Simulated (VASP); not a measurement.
# Pt (R-3m) in VASP: notebook

Runs on Pt. Level: r2SCAN. Tasks: electric field gradients.

Everything below comes from runs of VASP 6.6.1. Logs are shortened: lines on timing, memory, paths and dates and some standing lists are left out, and cuts for length are marked.

## Step 1: The cell of the first run

The structure is trigonal, space group R-3m (No. 166). The conventional cell has a = 3.811 Å, b = 3.811 Å, c = 9.336 Å, α = 90.00°, β = 90.00°, γ = 120.00°. Pt (site symmetry 3m) has 4 Pt at 2.27 to 2.57 Å within 3.0 Å.

## Step 2: Electric field gradients, r2SCAN (shortest bond scaled by 1.1)

Input file POSCAR:

```
Pt
1.0
    0.0000000000      2.6951100335      2.6951100335
    2.6951100335      0.0000000000      2.6951100335
    2.6951100335      2.6951100335      0.0000000000
Pt
2
Direct
   -0.0875000000     -0.1375000000     -0.1375000000
    0.0875000000      0.1375000000      0.1375000000
```

Input file INCAR.step1:

```
  PREC = Accurate
  ENCUT = 520
  ISMEAR = -1
  SIGMA = 0.05
  LREAL = False
  LASPH = True
  NELM = 60
  NBANDS = 17
  GGA = PE
  ALGO = Normal
  EDIFF = 1E-4
  LWAVE = True
  LCHARG = False
```

Input file INCAR.step2:

```
  PREC = Accurate
  ENCUT = 520
  EDIFF = 1E-8
  ISMEAR = -1
  SIGMA = 0.05
  LREAL = False
  LASPH = True
  NELM = 60
  ALGO = Normal
  ISIF = 2
  LWAVE = False
  LCHARG = False
  METAGGA = R2SCAN
  LMIXTAU = True
  LEFG = True
  NBANDS = 17
  ISTART = 1
```

Input file KPOINTS:

```
Automatic mesh
0
Gamma
  10 10 10
```

Potentials or basis: VASP PAW PBE potentials, release 64 (Pt).

Launch:

```bash
$ cat potpaw_PBE.64/Pt/POTCAR > POTCAR
$ cp INCAR.step1 INCAR
$ mpirun -np 1 vasp_std > vasp.out
$ cp INCAR.step2 INCAR
$ mpirun -np 1 vasp_std > vasp.out
```

OUTCAR:

```text
PREC = Accurate
   ENCUT = 520
   EDIFF = 1E-8
   ISMEAR = -1
   LREAL = False
   LASPH = True
   NELM = 60
   ISIF = 2
   METAGGA = R2SCAN
   ISTART = 1

 ion  position               nearest neighbor table
   1  0.913  0.862  0.862-   2 2.27   2 2.27   2 2.27   2 2.57
   2  0.087  0.138  0.138-   1 2.27   1 2.27   1 2.27   1 2.57

  LATTYP: Found a face centered cubic cell.
 ALAT       =     5.3902200670

  Lattice vectors:

 A1 = (   0.0000000000,   2.6951100335,   2.6951100335)
 A2 = (   2.6951100335,   0.0000000000,   2.6951100335)
 A3 = (   2.6951100335,   2.6951100335,   0.0000000000)

Analysis of symmetry for initial positions (statically):
=====================================================================
 Subroutine PRICEL returns:
 Original cell was already a primitive cell.

 Routine SETGRP: Setting up the symmetry group for a
 face centered cubic supercell.

 Subroutine GETGRP returns: Found 12 space group operations
 (whereof  4 operations were pure point group operations)
 out of a pool of 48 trial point group operations.

The static configuration has the point symmetry C_2h.
 The point group associated with its full space group is D_3d.

Analysis of symmetry for dynamics (positions and initial velocities):
=====================================================================
 Subroutine PRICEL returns:
 Original cell was already a primitive cell.

 Routine SETGRP: Setting up the symmetry group for a
 face centered cubic supercell.

 Subroutine GETGRP returns: Found 12 space group operations
 (whereof  4 operations were pure point group operations)
 out of a pool of 48 trial point group operations.

The dynamic configuration has the point symmetry C_2h.
 The point group associated with its full space group is D_3d.

 Subroutine INISYM returns: Found 12 space group operations
 (whereof  4 operations are pure point group operations),
 and found     1 'primitive' translations

----------------------------------------------------------------------------------------

                                     Primitive cell

  volume of cell :      39.1525

  direct lattice vectors                    reciprocal lattice vectors
     0.000000000  2.695110033  2.695110033    -0.185521182  0.185521182  0.185521182
     2.695110033  0.000000000  2.695110033     0.185521182 -0.185521182  0.185521182
     2.695110033  2.695110033  0.000000000     0.185521182  0.185521182 -0.185521182

  length of vectors
     3.811461161  3.811461161  3.811461161     0.321332114  0.321332114  0.321332114

  position of ions in fractional coordinates (direct lattice)
     0.912500000  0.862500000  0.862500000
     0.087500000  0.137500000  0.137500000

  ion indices of the primitive-cell ions
   primitive index   ion index
                 1           1
                 2           2

----------------------------------------------------------------------------------------

 KPOINTS: Automatic mesh

Automatic generation of k-mesh.
 Grid dimensions read from file:
 generate k-points for:   10   10   10

 Generating k-lattice:

  Cartesian coordinates                     Fractional coordinates (reciprocal lattice)
    -0.018552118  0.018552118  0.018552118     0.100000000  0.000000000  0.000000000
     0.018552118 -0.018552118  0.018552118     0.000000000  0.100000000  0.000000000
     0.018552118  0.018552118 -0.018552118     0.000000000  0.000000000  0.100000000

  Length of vectors
     0.032133211  0.032133211  0.032133211

  Shift w.r.t. Gamma in fractional coordinates (k-lattice)
     0.000000000  0.000000000  0.000000000

 Subroutine IBZKPT returns following result:
 ===========================================

 Found    116 irreducible k-points:

 Following reciprocal coordinates:
            Coordinates               Weight
  0.000000  0.000000  0.000000      1.000000
  0.100000  0.000000  0.000000      2.000000
  0.000000  0.100000  0.000000      6.000000
  0.200000  0.000000  0.000000      2.000000
  0.000000  0.200000  0.000000      6.000000
  0.300000  0.000000  0.000000      2.000000
[... 16 lines left out ...]
  0.000000  0.500000  0.100000     12.000000
  0.100000  0.000000  0.500000      6.000000
 [... further k-points ...]
   k-points           NKPTS =    116   k-points in BZ     NKDIM =    116   number of bands    NBANDS=     17
   number of dos      NEDOS =    301   number of ions     NIONS =      2
   total plane-waves  NPLWV =  21952
   dimension x,y,z NGX =    28 NGY =   28 NGZ =   28
   dimension x,y,z NGXF=    56 NGYF=   56 NGZF=   56
   ions per type =               2
   NGX,Y,Z   is equivalent  to a cutoff of  12.21, 12.21, 12.21 a.u.
   NGXF,Y,Z  is equivalent  to a cutoff of  24.43, 24.43, 24.43 a.u.
 SYSTEM =  unknown system
   PREC   = accura    normal or accurate (medium, high low for compatibility)
   ISTART =      1    job   : 0-new  1-cont  2-samecut
   ICHARG =      0    charge: 1-file 2-atom 10-const
   ISPIN  =      1    spin polarized calculation?
   LNONCOLLINEAR =      F non collinear calculations
   LSORBIT =      F    spin-orbit coupling
   LASPH  =      T    aspherical Exc in radial PAW
   ENCUT  =  520.0 eV  38.22 Ry    6.18 a.u.   7.09  7.09  7.09*2*pi/ulx,y,z
   NELM   =     60;   NELMIN=  2; NELMDL=  0     # of ELM steps
   EDIFF  = 0.1E-07   stopping-criterion for ELM
   LREAL  =      F    real-space projection
   EDIFFG = 0.1E-06   stopping-criterion for IOM
   NSW    =      0    number of steps for IOM
   IBRION =     -1    ionic relax: 0-MD 1-quasi-New 2-CG
   NFREE  =      0    steps in history (QN), initial steepest desc. (CG)
   ISIF   =      2    stress and relaxation
   ISYM   =      2    0-nonsym 1-usesym 2-fastsym
   POTIM  = 0.5000    time-step for ionic-motion
   TEBEG  =    0.0;   TEEND  =   0.0 temperature during run
   PSTRESS=    0.0 pullay stress
   NELECT =      20.0000    total number of electrons
   NUPDOWN=      -1.0000    fix difference up-down
   EMIN   =  10.00;   EMAX   =-10.00  energy-range for DOS
   EFERMI =   0.00;   METHOD = LEGACY
   ISMEAR =    -1;   SIGMA  =   0.05  broadening in eV -4-tet -1-fermi 0-gaus
   EFERMI_NEDOS =   21; number of points for ismear=-14 and -15
   IALGO  =     38    algorithm
   IMIX   =      4    mixing-type and parameters
     AMIX     =   0.40;   BMIX     =  1.00
     AMIX_MAG =   1.60;   BMIX_MAG =  1.00
  volume/ion in A,a.u.               =      19.58       132.11
  Fermi-wavevector in a.u.,A,eV,Ry     =   1.308675  2.473036 23.301734  1.712629
  Thomas-Fermi vector in A             =   2.439325
   LORBIT       =      0    0 simple, 1 ext, 2 COOP (PROOUT), +10 PAW based schemes
   METAGGA = R2SCAN    functional components
   LHFCALC =     F    Hartree Fock is set to
   AEXX    =    0.0000 exact exchange contribution
   IVDW    =     0    specifies the selected vdW correction
   LEPSILON=     F    determine dielectric tensor
   LRPA    =     F    only Hartree local field effects (RPA)
 non-spin polarized calculation
  energy-cutoff  :      520.00
  volume of cell :       39.15
 maximum number of plane-waves:      1073
   NGX = 15   NGY = 15   NGZ = 15

 number of electron      20.0000000 magnetization

 Free energy of the ion-electron system (eV)
  ---------------------------------------------------
  ext. energy  EPLUGINS =         0.00000000
  ---------------------------------------------------
  free energy    TOTEN  =       -99.54715431 eV

  energy without entropy =      -99.51534209  energy(sigma->0) =      -99.53124820

 E-fermi :   7.6740     XC(G=0): -12.4240

 val. band max:        7.6725947408   @ k =   0.4000   0.2000   0.0000
 cond. band min:       7.6772360310   @ k =   0.0000   0.2000   0.0000
 fundamental gap:      0.0046412902
 Fermi energy:         7.6739728892

 k-point     1 :       0.0000    0.0000    0.0000
  band No.  band energies     occupation
      1      -1.2299      2.00000
      2       1.4613      2.00000
      3       1.4613      2.00000
      4       1.7729      2.00000
      5       2.0121      2.00000
      6       2.0121      2.00000
[... 9 lines left out ...]
     16      21.5051      0.00000
     17      22.1520      0.00000
[... 441 lines left out ...]
 k-point    24 :       0.1000    0.0000    0.5000
  band No.  band energies     occupation
      1       0.6567      2.00000
      2       0.9759      2.00000
      3       1.0628      2.00000
      4       1.8176      2.00000
      5       2.0328      2.00000
      6       2.7474      2.00000
[... 9 lines left out ...]
     16      22.9159      0.00000
     17      23.1400      0.00000

 [... further k-points ...]

------------------------ aborting loop because EDIFF is reached ----------------------------------------

  FORCE on cell =-STRESS in cart. coord.  units (eV):
  Direction    XX          YY          ZZ          XY          YZ          ZX
  --------------------------------------------------------------------------------------
  -------------------------------------------------------------------------------------
  Total       10.3442470     10.3442470     10.3442470      3.9750429     -3.9750429      3.9750429
  in kB      423.3016528    423.3016528    423.3016528    162.6645439   -162.6645439    162.6645439
  external PRESSURE =     423.3016528 kB  Pullay stress =       0.0000000 kB

 VOLUME and BASIS-vectors are now :
 -----------------------------------------------------------------------------
  energy-cutoff  :      520.00
  volume of cell :       39.15
      direct lattice vectors                 reciprocal lattice vectors
     0.000000000  2.695110033  2.695110033    -0.185521182  0.185521182  0.185521182
     2.695110033  0.000000000  2.695110033     0.185521182 -0.185521182  0.185521182
     2.695110033  2.695110033  0.000000000     0.185521182  0.185521182 -0.185521182

 POSITION                                       TOTAL-FORCE (eV/Angst)
 -----------------------------------------------------------------------------------
      4.64906      4.78382      4.78382         2.215836     -2.215836     -2.215836
      0.74116      0.60640      0.60640        -2.215836      2.215836      2.215836
 -----------------------------------------------------------------------------------
    total drift:                               -0.000000     -0.000000     -0.000000

  FREE ENERGIE OF THE ION-ELECTRON SYSTEM (eV)
  ---------------------------------------------------
  free  energy   TOTEN  =       -99.5471543115 eV

  energy  without entropy=      -99.5153420925  energy(sigma->0) =      -99.53124820

 Electric field gradients (V/A^2)
---------------------------------------------------------------------
 ion       V_xx      V_yy      V_zz      V_xy      V_xz      V_yz
---------------------------------------------------------------------
   1       0.000    -0.000    -0.000   -43.890   -43.890    43.889
   2       0.000    -0.000    -0.000   -43.890   -43.890    43.889
---------------------------------------------------------------------

 Electric field gradients after diagonalization (V/A^2)
 (convention: |V_zz| > |V_xx| > |V_yy|)
----------------------------------------------------------------------
 ion       V_xx      V_yy      V_zz     asymmetry (V_yy - V_xx)/ V_zz
----------------------------------------------------------------------
   1     -43.890   -43.889    87.779       0.000
   2     -43.890   -43.889    87.779       0.000
----------------------------------------------------------------------

           NMR quadrupolar parameters

 Cq : quadrupolar parameter    Cq=e*Q*V_zz/h
 eta: asymmetry parameters     (V_yy - V_xx)/ V_zz
 Q  : nuclear electric quadrupole moment in mb (millibarn)
----------------------------------------------------------------------
 ion       Cq(MHz)       eta       Q (mb)
----------------------------------------------------------------------
   1       0.212       0.000       1.000
   2       0.212       0.000       1.000
----------------------------------------------------------------------
```

Wall time 4.5 min (1 thread of Intel Xeon Platinum 8488C (Sapphire Rapids), shared host); peak memory 0.21 GiB.

What came out:

- Free energy: -99.5472 eV
- Pressure: 42.3 GPa
- Largest force: 3.838 eV/Å
- Band gap on the k mesh: zero (bands 10 and 11 overlap by 2.36 eV)
- Largest electric field gradient by atom: Pt +87.8 V/Å²

Forces on the atoms (eV/Å):
```
Pt   2.216 -2.216 -2.216
Pt  -2.216  2.216  2.216
```

Stress tensor (GPa, compression positive):
```
 42.33  16.27  16.27
 16.27  42.33 -16.27
 16.27 -16.27  42.33
```

Levels at points of the mesh, in eV from the Fermi level:
| k point | band 6 | band 7 | band 8 | band 9 | band 10 | band 11 | band 12 | band 13 | band 14 | band 15 |
| --- | --- | --- | --- | --- | --- | --- | --- | --- | --- | --- |
| (0.00, 0.00, 0.00) | -5.66 | -2.99 | -2.99 | -1.80 | -0.13 | -0.13 | 11.47 | 11.57 | 13.05 | 13.05 |
| (0.50, 0.00, 0.00) | -4.48 | -1.85 | -1.69 | -1.69 | -1.55 | -1.55 | 0.10 | 9.80 | 9.80 | 10.28 |
| (0.00, 0.50, 0.00) | -5.10 | -2.66 | -2.23 | -1.30 | -0.27 | -0.02 | 1.50 | 8.75 | 9.40 | 11.46 |
| (0.50, 0.50, 0.00) | -4.26 | -3.80 | -2.40 | -0.16 | -0.13 | 1.21 | 1.84 | 4.16 | 4.42 | 10.75 |

Electric field gradients, principal values (V/Å²):
| atom | least | middle | greatest (by size) |
| --- | --- | --- | --- |
| 1 Pt | -43.889 | -43.890 | 87.779 |
| 2 Pt | -43.889 | -43.890 | 87.779 |

Caveat: the cell differs from its parent crystal (shortest bond scaled by 1.1); the cell stands under pressure; without QUAD_EFG the Cq values of the log hold for a quadrupole moment of 1 mb, not for the nuclei; the PAW data sets were made with another functional, which shifts forces and pressure a little; spin-orbit coupling is left out, which moves the levels of the heavy elements.

## Step 3: Electric field gradients, r2SCAN (shortest bond scaled by 0.88)

Input file POSCAR:

```
Pt
1.0
    0.0000000000      2.6951100335      2.6951100335
    2.6951100335      0.0000000000      2.6951100335
    2.6951100335      2.6951100335      0.0000000000
Pt
2
Direct
   -0.1700000000     -0.1100000000     -0.1100000000
    0.1700000000      0.1100000000      0.1100000000
```

Input file INCAR.step1:

```
  PREC = Accurate
  ENCUT = 520
  ISMEAR = -1
  SIGMA = 0.05
  LREAL = F
  LASPH = T
  NELM = 80
  NBANDS = 17
  GGA = PE
  ALGO = Normal
  EDIFF = 1E-4
  LWAVE = T
  LCHARG = F
```

Input file INCAR.step2:

```
  PREC = Accurate
  ENCUT = 520
  EDIFF = 1E-8
  ISMEAR = -1
  SIGMA = 0.05
  LREAL = F
  LASPH = T
  NELM = 80
  ALGO = Normal
  ISIF = 2
  LWAVE = F
  LCHARG = F
  METAGGA = R2SCAN
  LMIXTAU = T
  LEFG = T
  NBANDS = 17
  ISTART = 1
```

KPOINTS is that of step 2.

Potentials or basis: VASP PAW PBE potentials, release 64 (Pt).

Launch:

```bash
$ cat potpaw_PBE.64/Pt/POTCAR > POTCAR
$ cp INCAR.step1 INCAR
$ mpirun -np 1 vasp_std > vasp.out
$ cp INCAR.step2 INCAR
$ mpirun -np 1 vasp_std > vasp.out
```

OUTCAR:

```text
PREC = Accurate
   ENCUT = 520
   EDIFF = 1E-8
   ISMEAR = -1
   LREAL = F
   LASPH = T
   NELM = 80
   ISIF = 2
   METAGGA = R2SCAN
   ISTART = 1

 ion  position               nearest neighbor table
   1  0.830  0.890  0.890-   2 2.05   2 2.44   2 2.44   2 2.44
   2  0.170  0.110  0.110-   1 2.05   1 2.44   1 2.44   1 2.44

  LATTYP: Found a face centered cubic cell.
 ALAT       =     5.3902200670

  Lattice vectors:

 A1 = (   0.0000000000,   2.6951100335,   2.6951100335)
 A2 = (   2.6951100335,   0.0000000000,   2.6951100335)
 A3 = (   2.6951100335,   2.6951100335,   0.0000000000)

Analysis of symmetry for initial positions (statically):
[... 691 lines left out ...]
  free  energy   TOTEN  =       -98.9161737488 eV

  energy  without entropy=      -98.8934527355  energy(sigma->0) =      -98.90481324

 Electric field gradients (V/A^2)
---------------------------------------------------------------------
 ion       V_xx      V_yy      V_zz      V_xy      V_xz      V_yz
---------------------------------------------------------------------
   1      -0.000     0.000     0.000    19.938    19.938   -19.939
   2      -0.000     0.000     0.000    19.938    19.938   -19.939
---------------------------------------------------------------------

 Electric field gradients after diagonalization (V/A^2)
 (convention: |V_zz| > |V_xx| > |V_yy|)
----------------------------------------------------------------------
 ion       V_xx      V_yy      V_zz     asymmetry (V_yy - V_xx)/ V_zz
----------------------------------------------------------------------
   1      19.939    19.938   -39.877       0.000
   2      19.939    19.938   -39.877       0.000
----------------------------------------------------------------------

           NMR quadrupolar parameters

 Cq : quadrupolar parameter    Cq=e*Q*V_zz/h
 eta: asymmetry parameters     (V_yy - V_xx)/ V_zz
 Q  : nuclear electric quadrupole moment in mb (millibarn)
----------------------------------------------------------------------
 ion       Cq(MHz)       eta       Q (mb)
----------------------------------------------------------------------
   1      -0.096       0.000       1.000
   2      -0.096       0.000       1.000
----------------------------------------------------------------------
```

Wall time 4.5 min (1 thread of Intel Xeon Platinum 8488C (Sapphire Rapids), shared host); peak memory 0.21 GiB.

What came out:

```
Free energy                             : -98.9162 eV
Pressure                                : 48.0 GPa
Largest force                           : 9.454 eV/Å
Band gap on the k mesh                  : zero (bands 10 and 11 overlap by 1.51 eV)
Largest electric field gradient by atom : Pt -39.9 V/Å²
```

Forces on the atoms (eV/Å):
```
Pt  -5.458  5.458  5.458
Pt   5.458 -5.458 -5.458
```

Stress tensor (GPa, compression positive):
```
 47.96 -32.76 -32.76
-32.76  47.96  32.76
-32.76  32.76  47.96
```

Electric field gradients, principal values (V/Å²):
```
atom   least  middle  greatest (by size)
1 Pt  19.938  19.939             -39.877
2 Pt  19.938  19.939             -39.877
```

Caveat: the cell differs from its parent crystal (shortest bond scaled by 0.88); the cell stands under pressure; without QUAD_EFG the Cq values of the log hold for a quadrupole moment of 1 mb, not for the nuclei; the PAW data sets were made with another functional, which shifts forces and pressure a little; spin-orbit coupling is left out, which moves the levels of the heavy elements.

[end of part 1 of 2]
